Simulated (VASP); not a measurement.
# DyW2 (F-43m) in VASP: notebook

Runs on DyW2. Level: PBE. Tasks: single point, relaxation of cell and atoms.

Program: VASP 6.6.1. These are calculated values, not measurements. Logs are shortened: lines on timing, memory, paths and dates and some standing lists are left out, and cuts for length are marked.

## 1. The cell of the first run

The structure is cubic, space group F-43m (No. 216). Conventional cell: a = 6.289 Å, b = 6.289 Å, c = 6.289 Å, α = 90.00°, β = 90.00°, γ = 90.00°. Within 3.6 Å of Dy (site symmetry -43m) lie 10 W at 2.72 to 3.14 Å. W (site symmetry -43m) has 4 Dy at 2.72 Å and 4 W at 2.72 Å within 3.6 Å. W (site symmetry -43m) has 4 W at 2.72 Å and 6 Dy at 3.14 Å within 3.6 Å.

The cell was generated, and may not be a known phase.

## 2. Single point, PBE

Input file INCAR:

```
SYSTEM = DyW2
ALGO = Normal
EDIFF = 1E-6
ENCUT = 500
GGA = PE
GGA_COMPAT = .False.
ISIF = 2
ISMEAR = 0
LASPH = .True.
LCHARG = .True.
LELF = .True.
LMAXMIX = 6
LREAL = .False.
LVHAR = .True.
LWAVE = .False.
NBANDS = 26
NELM = 200
PREC = Accurate
SIGMA = 0.1
```

Input file KPOINTS:

```
k-points
0
Gamma
  6 6 6
  0 0 0
```

Input file POSCAR:

```
DyW2
1.0
    0.0000000000      3.1443718200      3.1443718200
    3.1443718200      0.0000000000      3.1443718200
    3.1443718200      3.1443718200      0.0000000000
Dy W
1 2
Direct
    0.7500000000      0.7500000000      0.7500000000
    0.5000000000      0.5000000000      0.5000000000
    0.2500000000      0.2500000000      0.2500000000
```

Potentials or basis: VASP PAW PBE potentials, release 64 (Dy_3, W_sv), 4f in core.

On the command line:

```console
cat potpaw_PBE.64/Dy_3/POTCAR potpaw_PBE.64/W_sv/POTCAR > POTCAR
mpirun -np 1 vasp_std > vasp.out
```

OUTCAR:

```text
SYSTEM = DyW2
   EDIFF = 1E-6
   ENCUT = 500
   GGA = PE
   ISIF = 2
   ISMEAR = 0
   LASPH = .True.
   LREAL = .False.
   NELM = 200
   PREC = Accurate

 ion  position               nearest neighbor table
   1  0.750  0.750  0.750-   2 2.72   2 2.72   2 2.72   2 2.72   3 3.14   3 3.14   3 3.14   3 3.14
                             3 3.14   3 3.14
   2  0.500  0.500  0.500-   3 2.72   3 2.72   3 2.72   1 2.72   3 2.72   1 2.72   1 2.72   1 2.72

   3  0.250  0.250  0.250-   2 2.72   2 2.72   2 2.72   2 2.72   1 3.14   1 3.14   1 3.14   1 3.14
                             1 3.14   1 3.14

  LATTYP: Found a face centered cubic cell.
 ALAT       =     6.2887436400

  Lattice vectors:

 A1 = (   0.0000000000,   3.1443718200,   3.1443718200)
 A2 = (   3.1443718200,   0.0000000000,   3.1443718200)
 A3 = (   3.1443718200,   3.1443718200,   0.0000000000)

Analysis of symmetry for initial positions (statically):
=====================================================================
 Subroutine PRICEL returns:
 Original cell was already a primitive cell.

 Routine SETGRP: Setting up the symmetry group for a
 face centered cubic supercell.

 Subroutine GETGRP returns: Found 24 space group operations
 (whereof 24 operations were pure point group operations)
 out of a pool of 48 trial point group operations.

The static configuration has the point symmetry T_d .

Analysis of symmetry for dynamics (positions and initial velocities):
=====================================================================
 Subroutine PRICEL returns:
 Original cell was already a primitive cell.

 Routine SETGRP: Setting up the symmetry group for a
 face centered cubic supercell.

 Subroutine GETGRP returns: Found 24 space group operations
 (whereof 24 operations were pure point group operations)
 out of a pool of 48 trial point group operations.

The dynamic configuration has the point symmetry T_d .

 Subroutine INISYM returns: Found 24 space group operations
 (whereof 24 operations are pure point group operations),
 and found     1 'primitive' translations

----------------------------------------------------------------------------------------

                                     Primitive cell

  volume of cell :      62.1773

  direct lattice vectors                    reciprocal lattice vectors
     0.000000000  3.144371820  3.144371820    -0.159014273  0.159014273  0.159014273
     3.144371820  0.000000000  3.144371820     0.159014273 -0.159014273  0.159014273
     3.144371820  3.144371820  0.000000000     0.159014273  0.159014273 -0.159014273

  length of vectors
     4.446813273  4.446813273  4.446813273     0.275420801  0.275420801  0.275420801

  position of ions in fractional coordinates (direct lattice)
     0.750000000  0.750000000  0.750000000
     0.500000000  0.500000000  0.500000000
     0.250000000  0.250000000  0.250000000

  ion indices of the primitive-cell ions
   primitive index   ion index
                 1           1
                 2           2
                 3           3

----------------------------------------------------------------------------------------

 KPOINTS: k-points

Automatic generation of k-mesh.
 Grid dimensions read from file:
 generate k-points for:    6    6    6

 Generating k-lattice:

  Cartesian coordinates                     Fractional coordinates (reciprocal lattice)
    -0.026502379  0.026502379  0.026502379     0.166666667  0.000000000  0.000000000
     0.026502379 -0.026502379  0.026502379     0.000000000  0.166666667  0.000000000
     0.026502379  0.026502379 -0.026502379     0.000000000  0.000000000  0.166666667

  Length of vectors
     0.045903467  0.045903467  0.045903467

  Shift w.r.t. Gamma in fractional coordinates (k-lattice)
     0.000000000  0.000000000  0.000000000

 Subroutine IBZKPT returns following result:
 ===========================================

 Found     16 irreducible k-points:

 Following reciprocal coordinates:
            Coordinates               Weight
  0.000000  0.000000  0.000000      1.000000
  0.166667  0.000000  0.000000      8.000000
  0.333333  0.000000  0.000000      8.000000
  0.500000  0.000000  0.000000      4.000000
  0.166667  0.166667  0.000000      6.000000
  0.333333  0.166667  0.000000     24.000000
[... 8 lines left out ...]
 -0.333333  0.333333  0.166667     24.000000
 -0.333333  0.500000  0.166667     12.000000
   k-points           NKPTS =     16   k-points in BZ     NKDIM =     16   number of bands    NBANDS=     26
   number of dos      NEDOS =    301   number of ions     NIONS =      3
   total plane-waves  NPLWV =  32768
   dimension x,y,z NGX =    32 NGY =   32 NGZ =   32
   dimension x,y,z NGXF=    64 NGYF=   64 NGZF=   64
   ions per type =               1   2
   NGX,Y,Z   is equivalent  to a cutoff of  11.96, 11.96, 11.96 a.u.
   NGXF,Y,Z  is equivalent  to a cutoff of  23.93, 23.93, 23.93 a.u.
 SYSTEM =  DyW2
   PREC   = accura    normal or accurate (medium, high low for compatibility)
   ISTART =      0    job   : 0-new  1-cont  2-samecut
   ICHARG =      2    charge: 1-file 2-atom 10-const
   ISPIN  =      1    spin polarized calculation?
   LNONCOLLINEAR =      F non collinear calculations
   LSORBIT =      F    spin-orbit coupling
   LASPH  =      T    aspherical Exc in radial PAW
   ENCUT  =  500.0 eV  36.75 Ry    6.06 a.u.   8.11  8.11  8.11*2*pi/ulx,y,z
   NELM   =    200;   NELMIN=  2; NELMDL= -5     # of ELM steps
   EDIFF  = 0.1E-05   stopping-criterion for ELM
   LREAL  =      F    real-space projection
   EDIFFG = 0.1E-04   stopping-criterion for IOM
   NSW    =      0    number of steps for IOM
   IBRION =     -1    ionic relax: 0-MD 1-quasi-New 2-CG
   NFREE  =      0    steps in history (QN), initial steepest desc. (CG)
   ISIF   =      2    stress and relaxation
   ISYM   =      2    0-nonsym 1-usesym 2-fastsym
   POTIM  = 0.5000    time-step for ionic-motion
   TEBEG  =    0.0;   TEEND  =   0.0 temperature during run
   PSTRESS=    0.0 pullay stress
   NELECT =      37.0000    total number of electrons
   NUPDOWN=      -1.0000    fix difference up-down
   EMIN   =  10.00;   EMAX   =-10.00  energy-range for DOS
   EFERMI =   0.00;   METHOD = LEGACY
   ISMEAR =     0;   SIGMA  =   0.10  broadening in eV -4-tet -1-fermi 0-gaus
   EFERMI_NEDOS =   21; number of points for ismear=-14 and -15
   IALGO  =     38    algorithm
   IMIX   =      4    mixing-type and parameters
     AMIX     =   0.40;   BMIX     =  1.00
     AMIX_MAG =   1.60;   BMIX_MAG =  1.00
  volume/ion in A,a.u.               =      20.73       139.86
  Fermi-wavevector in a.u.,A,eV,Ry     =   1.376992  2.602138 25.798113  1.896108
  Thomas-Fermi vector in A             =   2.502186
   LORBIT       =      0    0 simple, 1 ext, 2 COOP (PROOUT), +10 PAW based schemes
   GGA     = PE    functional components
   LHFCALC =     F    Hartree Fock is set to
   AEXX    =    0.0000 exact exchange contribution
   IVDW    =     0    specifies the selected vdW correction
   LEPSILON=     F    determine dielectric tensor
   LRPA    =     F    only Hartree local field effects (RPA)
 non-spin polarized calculation
 Gauss-broadening in eV      SIGMA  =   0.10
  energy-cutoff  :      500.00
  volume of cell :       62.18
 maximum number of plane-waves:      1596
   NGX = 17   NGY = 17   NGZ = 17

 number of electron      36.9999996 magnetization

 Free energy of the ion-electron system (eV)
  ---------------------------------------------------
  ext. energy  EPLUGINS =         0.00000000
  ---------------------------------------------------
  free energy    TOTEN  =       -27.53610006 eV

  energy without entropy =      -27.52700289  energy(sigma->0) =      -27.53155147

 E-fermi :   6.7058     XC(G=0): -11.7813

 val. band max:        6.7026347419   @ k =   0.3333   0.0000   0.0000
 cond. band min:       6.8181166621   @ k =   0.5000   0.5000   0.0000
 fundamental gap:      0.1154819202
 Fermi energy:         6.7058061232

 k-point     1 :       0.0000    0.0000    0.0000
  band No.  band energies     occupation
      1     -66.7881      2.00000
      2     -66.3731      2.00000
      3     -31.1373      2.00000
      4     -31.1373      2.00000
      5     -31.1373      2.00000
      6     -30.5934      2.00000
[... 18 lines left out ...]
     25      11.9362      0.00000
     26      13.7785      0.00000

 k-point     2 :       0.1667    0.0000    0.0000
  band No.  band energies     occupation
      1     -66.7863      2.00000
      2     -66.3749      2.00000
      3     -31.1501      2.00000
      4     -31.1501      2.00000
      5     -31.1368      2.00000
      6     -30.5938      2.00000
[... 18 lines left out ...]
     25      11.3166      0.00000
     26      13.8378      0.00000

 k-point     3 :       0.3333    0.0000    0.0000
  band No.  band energies     occupation
      1     -66.7827      2.00000
      2     -66.3786      2.00000
      3     -31.1741      2.00000
      4     -31.1741      2.00000
      5     -31.1318      2.00000
      6     -30.5988      2.00000
[... 18 lines left out ...]
     25      10.9535      0.00000
     26      12.9736      0.00000

 k-point     4 :       0.5000    0.0000    0.0000
  band No.  band energies     occupation
      1     -66.7808      2.00000
      2     -66.3804      2.00000
      3     -31.1855      2.00000
      4     -31.1855      2.00000
      5     -31.1273      2.00000
      6     -30.6036      2.00000
[... 18 lines left out ...]
     25      11.0196      0.00000
     26      12.4674      0.00000

 k-point     5 :       0.1667    0.1667    0.0000
  band No.  band energies     occupation
      1     -66.7857      2.00000
      2     -66.3755      2.00000
      3     -31.1658      2.00000
      4     -31.1658      2.00000
      5     -31.1117      2.00000
      6     -30.6176      2.00000
[... 18 lines left out ...]
     25      10.8968      0.00000
     26      13.5287      0.00000

 k-point     6 :       0.3333    0.1667    0.0000
  band No.  band energies     occupation
      1     -66.7827      2.00000
      2     -66.3786      2.00000
      3     -31.1926      2.00000
      4     -31.1904      2.00000
      5     -31.0910      2.00000
      6     -30.6413      2.00000
[... 195 lines left out ...]
 k-point    13 :       0.5000    0.5000    0.0000
  band No.  band energies     occupation
      1     -66.7782      2.00000
      2     -66.3831      2.00000
      3     -31.2396      2.00000
      4     -31.2396      2.00000
      5     -31.0075      2.00000
      6     -30.7237      2.00000
[... 18 lines left out ...]
     25      10.2635      0.00000
     26      11.6660      0.00000

 k-point    14 :       0.5000    0.3333    0.1667
  band No.  band energies     occupation
      1     -66.7802      2.00000
      2     -66.3811      2.00000
      3     -31.2252      2.00000
      4     -31.2054      2.00000
      5     -31.0542      2.00000
      6     -30.6850      2.00000
[... 18 lines left out ...]
     25      10.4264      0.00000
     26      12.6959      0.00000

 k-point    15 :      -0.3333    0.3333    0.1667
  band No.  band energies     occupation
      1     -66.7789      2.00000
      2     -66.3824      2.00000
      3     -31.2362      2.00000
      4     -31.2156      2.00000
      5     -31.0318      2.00000
      6     -30.7130      2.00000
[... 18 lines left out ...]
     25      10.3913      0.00000
     26      12.3024      0.00000

 k-point    16 :      -0.3333    0.5000    0.1667
  band No.  band energies     occupation
      1     -66.7782      2.00000
      2     -66.3830      2.00000
      3     -31.2412      2.00000
      4     -31.2312      2.00000
      5     -31.0057      2.00000
      6     -30.7370      2.00000
[... 18 lines left out ...]
     25      10.1893      0.00000
     26      12.0074      0.00000

------------------------ aborting loop because EDIFF is reached ----------------------------------------

  FORCE on cell =-STRESS in cart. coord.  units (eV):
  Direction    XX          YY          ZZ          XY          YZ          ZX
  --------------------------------------------------------------------------------------
  -------------------------------------------------------------------------------------
  Total        3.7116878      3.7116878      3.7116878      0.0000000      0.0000000      0.0000000
  in kB       95.6423722     95.6423722     95.6423722      0.0000000      0.0000000      0.0000000
  external PRESSURE =      95.6423722 kB  Pullay stress =       0.0000000 kB

 VOLUME and BASIS-vectors are now :
 -----------------------------------------------------------------------------
  energy-cutoff  :      500.00
  volume of cell :       62.18
      direct lattice vectors                 reciprocal lattice vectors
     0.000000000  3.144371820  3.144371820    -0.159014273  0.159014273  0.159014273
     3.144371820  0.000000000  3.144371820     0.159014273 -0.159014273  0.159014273
     3.144371820  3.144371820  0.000000000     0.159014273  0.159014273 -0.159014273

 POSITION                                       TOTAL-FORCE (eV/Angst)
 -----------------------------------------------------------------------------------
      4.71656      4.71656      4.71656         0.000000      0.000000      0.000000
      3.14437      3.14437      3.14437        -0.000000     -0.000000      0.000000
      1.57219      1.57219      1.57219        -0.000000     -0.000000     -0.000000
 -----------------------------------------------------------------------------------
    total drift:                               -0.000001     -0.000001     -0.000000

  FREE ENERGIE OF THE ION-ELECTRON SYSTEM (eV)
  ---------------------------------------------------
  free  energy   TOTEN  =       -27.5361000575 eV

  energy  without entropy=      -27.5270028865  energy(sigma->0) =      -27.53155147
```

Wall time 22 s (1 thread of AMD EPYC 7R13 (Zen 3), shared host); peak memory 0.15 GiB.

What came out:

| Item | Value |
| --- | --- |
| Free energy | -27.5361 eV |
| Pressure | 9.6 GPa |
| Band gap on the k mesh | zero (an odd number of electrons rules out a gap without spin polarisation) |

Caveat: the cell stands under pressure; spin-orbit coupling is left out, which moves the levels of the heavy elements; the 4f electrons are frozen in the core, so they carry no moment and show no levels. Spin polarisation is off, so any magnetic state and its effect on volume and gap are missing.

## 3. Single point, PBE

This run uses another cell than the first one, of 22.01 Å³/atom.

Input file INCAR:

```
PREC = Accurate ; ENCUT = 500
EDIFF = 1E-6 ; ISMEAR = 0
SIGMA = 0.1 ; LREAL = False
LASPH = True ; NELM = 200
ALGO = Normal ; ISIF = 2
LWAVE = False ; LCHARG = False
GGA = PE ; NBANDS = 26
GGA_COMPAT = False ; LMAXMIX = 6
```

Input file KPOINTS:

```
Automatic mesh
0
Gamma
  6 6 6
```

Input file POSCAR:

```
DyW2
1.0
    0.0000000000      3.2078628979      3.2078628979
    3.2078628979      0.0000000000      3.2078628979
    3.2078628979      3.2078628979      0.0000000000
Dy W
1 2
Direct
    0.7500000000      0.7500000000      0.7500000000
    0.5000000000      0.5000000000      0.5000000000
    0.2500000000      0.2500000000      0.2500000000
```

Potentials or basis: VASP PAW PBE potentials, release 64 (Dy_3, W_sv), 4f in core.

On the command line:

```console
cat potpaw_PBE.64/Dy_3/POTCAR potpaw_PBE.64/W_sv/POTCAR > POTCAR
mpirun -np 1 vasp_std > vasp.out
```

Wall time 35 s (1 thread of AMD EPYC 7R13 (Zen 3), shared host); peak memory 0.18 GiB.

It converged, with:

- Free energy: -27.6525 eV
- Pressure: 0.5 GPa
- Band gap on the k mesh: zero (an odd number of electrons rules out a gap without spin polarisation)

Levels at points of the mesh, in eV from the Fermi level:
```tsv
k point	band 14	band 15	band 16	band 17	band 18	band 19	band 20	band 21	band 22	band 23
(0.00, 0.00, 0.00)	-3.05	-1.46	-1.46	-1.46	-0.42	-0.42	-0.42	3.27	3.27	4.94
(0.50, 0.00, 0.00)	-1.86	-1.86	-1.86	-1.58	-1.58	0.18	0.18	1.45	1.45	1.68
(0.50, 0.50, 0.00)	-2.64	-1.92	-1.52	-1.52	-0.98	0.22	1.65	1.65	3.01	3.01
```

Caveat: spin-orbit coupling is left out, which moves the levels of the heavy elements; the 4f electrons are frozen in the core, so they carry no moment and show no levels.

## 4. Relaxation of cell and atoms, PBE

Input file INCAR:

```
PREC = Accurate
ENCUT = 500
EDIFF = 1E-7
ISMEAR = 0
SIGMA = 0.1
LREAL = False
LASPH = True
NELM = 200
ALGO = Normal
ISIF = 3
LWAVE = False
LCHARG = False
GGA = PE
IBRION = 2
NSW = 90
EDIFFG = -0.04
GGA_COMPAT = False
NELMIN = 4
LMAXMIX = 6
```

KPOINTS is that of step 3.

Input file POSCAR:

```
DyW2
1.0
    0.0000000000      3.1443718200      3.1443718200
    3.1443718200      0.0000000000      3.1443718200
    3.1443718200      3.1443718200      0.0000000000
Dy W
1 2
Direct
    0.7500000000      0.7500000000      0.7500000000
    0.5000000000      0.5000000000      0.5000000000
    0.2500000000      0.2500000000      0.2500000000
```

On the command line:

```console
cat potpaw_PBE.64/Dy_3/POTCAR potpaw_PBE.64/W_sv/POTCAR > POTCAR
mpirun -np 1 vasp_std > vasp.out
```

Wall time 65 s (1 thread of AMD EPYC 7R13 (Zen 3), shared host); peak memory 0.17 GiB.

The run converged. Its results:

| Property | Result |
| --- | --- |
| Free energy | -27.6515 eV |
| Relaxed volume | 22.13 Å³/atom |
| Relaxed cell | a = 4.545 Å, b = 4.545 Å, c = 4.545 Å, α = 60.00°, β = 60.00°, γ = 60.00° |
| Space group after relaxing (to 0.1 Å) | F-43m (No. 216) |
| Energy gained by relaxing | 38.5 meV/atom |
| Ionic steps | 3 |
| Pressure after relaxing | -0.3 GPa |
| Band gap on the k mesh | zero (an odd number of electrons rules out a gap without spin polarisation) |

Step by step:
```tsv
step	energy change (eV)	largest force (eV/Å)	pressure (GPa)	volume (Å³)
1	0.0000	0.0000	9.56	62.18
2	0.1901	0.0000	-11.54	73.98
3	-0.1154	0.0000	-0.27	66.40
```

Final structure:
```yaml
crystal:
  lattice:
    - [0.00000, 3.21402, 3.21402]
    - [3.21402, 0.00000, 3.21402]
    - [3.21402, 3.21402, 0.00000]
  atoms:
    - { symbol: Dy, position: [0.75000, 0.75000, 0.75000] }
    - { symbol: W, position: [0.50000, 0.50000, 0.50000] }
    - { symbol: W, position: [0.25000, 0.25000, 0.25000] }
```

Levels at points of the mesh, in eV from the Fermi level:
```
           k point  band 15  band 16  band 17  band 18  band 19  band 20  band 21  band 22
(0.00, 0.00, 0.00)    -1.45    -1.45    -1.45    -0.42    -0.42    -0.42     3.25     3.25
(0.50, 0.00, 0.00)    -1.84    -1.84    -1.57    -1.57     0.18     0.18     1.44     1.44
(0.50, 0.50, 0.00)    -1.93    -1.50    -1.50    -0.96     0.22     1.64     1.64     2.98
```

Caveat: spin-orbit coupling is left out, which moves the levels of the heavy elements; the 4f electrons are frozen in the core, so they carry no moment and show no levels. Spin polarisation is off, so any magnetic state and its effect on volume and gap are missing.

(Part 1 of 2 ends here.)

The gap in the log of VASP goes by the Fermi energy; the results here count the filled bands.